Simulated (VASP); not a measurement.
Write the native input for VASP 6.6.1 that does the following.

| Quantity | Value |
| --- | --- |
| Task | relaxation of cell and atoms |
| Functional | PBEsol |
| Potentials or basis | VASP PAW PBE potentials, release 64 (Ir, O) |
| Cutoff | 600 eV |
| k mesh | 8 × 8 × 12 |
| Occupations | gaussian, width 0.1 eV |
| Spin | no spin polarisation |
| Dipole correction | no |
| Further INCAR settings | ALGO = Normal; EDIFF = 1e-07; IBRION = 2; EDIFFG = -0.005; NSW = 100; ISIF = 3 |

The structure of IrO2 lies in POSCAR:

```
IrO2
1.0
    4.5053138700      0.0000000000      0.0000000000
    0.0000000000      4.5053138700      0.0000000000
    0.0000000000      0.0000000000      3.1767062400
Ir O
2 4
Direct
    0.5000000000      0.5000000000      0.5000000000
    0.0000000000      0.0000000000      0.0000000000
    0.6913367000      0.6913367000      0.0000000000
    0.8086633000      0.1913367000      0.5000000000
    0.3086633000      0.3086633000      0.0000000000
    0.1913367000      0.8086633000      0.5000000000
```

One way to write it, as run:

INCAR

```
PREC = Accurate ; ENCUT = 600
EDIFF = 1E-7 ; ISMEAR = 0
SIGMA = 0.1 ; LREAL = F
LASPH = T ; NELM = 120
ALGO = Normal ; ISIF = 3
LWAVE = F ; LCHARG = F
GGA = PS ; IBRION = 2
NSW = 100 ; EDIFFG = -0.005
GGA_COMPAT = F ; NELMIN = 4
```

KPOINTS

```
regular mesh
0
Gamma
  8 8 12
```

Potentials or basis: VASP PAW PBE potentials, release 64 (Ir, O).

Launch:

```bash
$ cat potpaw_PBE.64/Ir/POTCAR potpaw_PBE.64/O/POTCAR > POTCAR
$ mpirun -np 1 vasp_std > vasp.out
```

Results of the run:

```yaml
Relaxed_volume: 10.60 Å³/atom
Relaxed_cell: a = 4.484 Å, b = 4.484 Å, c = 3.164 Å, α = 90.00°, β = 90.00°, γ = 90.00°
Space_group_after_relaxing_to_0.05_Å: P4_2/mnm (No. 136)
Energy_gained_by_relaxing: 1.9 meV/atom
Ionic_steps: 10
Pressure_after_relaxing: 0.0 GPa
Band_gap_on_the_k_mesh: zero (band 21 reaches 6.72 eV, above the bottom of band 22 at 5.34 eV)
```

Caveat: the PAW data sets were made with another functional, which shifts forces and pressure a little; spin-orbit coupling is left out, which moves the levels of the heavy elements.

Wall time 9 min on 1 thread of Intel(R) Xeon(R) Platinum 8488C (Sapphire Rapids), with other jobs on the host, peak memory 0.33 GiB.
